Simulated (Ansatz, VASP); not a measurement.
## Two plane-wave programs on Zn4SeO3

```xyz
16
Lattice="6.9387 0.0000 0.0000 -3.4694 6.0091 0.0000 0.0000 0.0000 5.5724" Properties=species:S:1:pos:R:3 pbc="T T T"
Zn    0.0000    4.0061    2.5090
Zn    1.5297    0.8832    2.0061
Zn    3.4694    4.2428    2.0061
Zn    5.4090    0.8832    2.0061
Zn    3.4694    2.0030    5.2952
Zn    0.0000    1.7664    4.7923
Zn    1.9396    5.1259    4.7923
Zn   -1.9396    5.1259    4.7923
Se    3.4694    2.0030    2.8351
Se    0.0000    4.0061    0.0489
O     0.0000    1.9218    2.7972
O    -1.8050    5.0482    2.7972
O     1.8050    5.0482    2.7972
O     1.6643    0.9609    0.0110
O     3.4694    4.0873    0.0110
O     5.2744    0.9609    0.0110
```

Alike in both runs: functional PBE; k mesh 2 × 2 × 2; occupations gaussian, width 0.15 eV; no spin polarisation.

Ansatz relaxed the structure, and its values are those at the end. VASP's run is a single point on that final structure, the one shown.

|  | VASP | Ansatz |
| --- | --- | --- |
| version | VASP 6.6.1 | Ansatz 0.2.0 |
| potentials or method | VASP PAW PBE potentials, release 64 (Zn, Se, O), cutoff 520 eV | scalar-relativistic, plane waves, PAW |
| valence electrons in the cell | 144 | 164 |

Ansatz gave:

- gap on the k mesh at the Fermi level (eV): 0.61
- least direct gap on the mesh (eV): 0.61
- pressure (GPa): 0.6
- rms of the force components (eV/Å): 0.022

Task: Which values does VASP return?

Result: gap on the k mesh at the Fermi level (eV): 0.60; least direct gap on the mesh (eV): 0.60; pressure (GPa): 1.3; rms of the force components (eV/Å): 0.030.

The functional is the same, so the differences come from potentials, cutoffs and numerics. VASP's potentials hold 144 valence electrons a cell and Ansatz's 164, so a difference there can come from the potentials and not from the codes.

The k mesh is coarse, so the values compare programs but aren't converged.
